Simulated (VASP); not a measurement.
Re3B, 8 atoms in the cell. Symmetry: Cmcm, No. 63, orthorhombic system. Conventional cell: a = 2.969 Å, b = 9.610 Å, c = 7.533 Å, α = 90.00°, β = 90.00°, γ = 90.00°. Re (site symmetry m2m) has 3 B at 2.27 to 3.09 Å and 12 Re at 2.86 to 3.11 Å within 3.2 Å. Re (site symmetry m) has 3 B at 2.29 to 2.67 Å and 11 Re at 2.73 to 3.11 Å within 3.2 Å. B (site symmetry m2m) has 9 Re at 2.27 to 3.09 Å and 2 B at 2.97 Å within 3.1 Å. 

| Quantity | Value |
| --- | --- |
| Program | VASP 6.6.1 |
| Task | single point |
| Functional | PBEsol |
| Potentials or basis | VASP PAW PBE potentials, release 64 (Re, B) |
| Cutoff | 520 eV |
| k mesh | 12 × 12 × 6 |
| Occupations | gaussian, width 0.1 eV |
| Spin | no spin polarisation |
| Dipole correction | no |
| Further INCAR settings | ALGO = Fast; EDIFF = 1e-06; NBANDS = 34 |

Potentials or basis: VASP PAW PBE potentials, release 64 (Re, B).

Command:

```bash
$ cat potpaw_PBE.64/Re/POTCAR potpaw_PBE.64/B/POTCAR > POTCAR
$ mpirun -np 1 vasp_std > vasp.out
```

Hardware: 1 thread of Intel(R) Xeon(R) 6975P-C (Granite Rapids) (shared host).

Problem. Estimate the wall time of this run.

Solution. Wall time 21 min on 1 thread of Intel(R) Xeon(R) 6975P-C (Granite Rapids), with other jobs on the host, peak memory 0.65 GiB. Counts: scf iterations 28, k points 172.
